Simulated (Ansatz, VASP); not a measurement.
Cd3InO in VASP and in Ansatz

File INCAR:

```
SYSTEM = Cd3InO
ALGO = Normal ; EDIFF = 1E-6
EDIFFG = -0.01 ; ENCUT = 600
GGA = PE ; IBRION = 2
ISIF = 3 ; ISMEAR = 0
LASPH = .True. ; LCHARG = .False.
LREAL = .False. ; LWAVE = .False.
NELM = 60 ; NSW = 100
PREC = Accurate ; SIGMA = 0.1
```

The input KPOINTS:

```
k-points
0
Gamma
  8 8 8
  0 0 0
```

POSCAR

```
Cd3InO
1.0
    4.7679617800      0.0000000000      0.0000000000
    0.0000000000      4.7679617800      0.0000000000
    0.0000000000      0.0000000000      4.7679617800
Cd In O
3 1 1
Direct
    0.5000000000      0.0000000000      0.5000000000
    0.5000000000      0.5000000000      0.0000000000
    0.0000000000      0.5000000000      0.5000000000
    0.0000000000      0.0000000000      0.0000000000
    0.5000000000      0.5000000000      0.5000000000
```

Input for Ansatz:

```yaml
crystal:
  lattice:
    - [4.76796178, 0.0, 0.0]
    - [0.0, 4.76796178, 0.0]
    - [0.0, 0.0, 4.76796178]
  atoms:
    - { symbol: Cd, position: [0.5, 0.0, 0.5] }
    - { symbol: Cd, position: [0.5, 0.5, 0.0] }
    - { symbol: Cd, position: [0.0, 0.5, 0.5] }
    - { symbol: In, position: [0.0, 0.0, 0.0] }
    - { symbol: O, position: [0.5, 0.5, 0.5] }
basis:
  ecutwfc: 420
kpoints:
  mp_grid: { grid: [8, 8, 8] }
hamiltonian:
  xc: pbe
scf:
  occupations: { method: gaussian, width: 0.1 }
output:
  forces: true
  stress: true
  eigenvalues: true
  write_density: true
  write_potential: true
  elf: true
  volumetric_format: npy
relax:
  adjacent_minimum: "off"
  f_tol: 0.01
  max_steps: 80
  cell: { stress_tol: 0.05 }
```

Change from the starting cell: species swapped into the Pr3InO type (Pm-3m, No. 221).

Alike in both runs: task relaxation of cell and atoms; functional PBE; k mesh 8 × 8 × 8; occupations gaussian, width 0.1 eV; no spin polarisation.

```csv
,VASP,Ansatz
version,VASP 6.6.1,Ansatz 0.2.0
potentials or method,"VASP PAW PBE potentials, release 64 (Cd, In_d, O), cutoff 600 eV","scalar-relativistic, plane waves, PAW"
valence electrons in the cell,55,79
```

```csv
,VASP,Ansatz,Ansatz less VASP
"gap on the k mesh at the Fermi level, each at its own relaxed structure (eV)",none,none,-
relaxed volume (Å³/atom),21.16,21.08,-0.081
relaxed cell length with the largest relative difference (Å),4.730,4.724,-0.0061
```

A gap of «none» marks a metal or a gap that the smearing closes. VASP's potentials hold 55 valence electrons a cell and Ansatz's 79, so a difference there can come from the potentials and not from the codes.
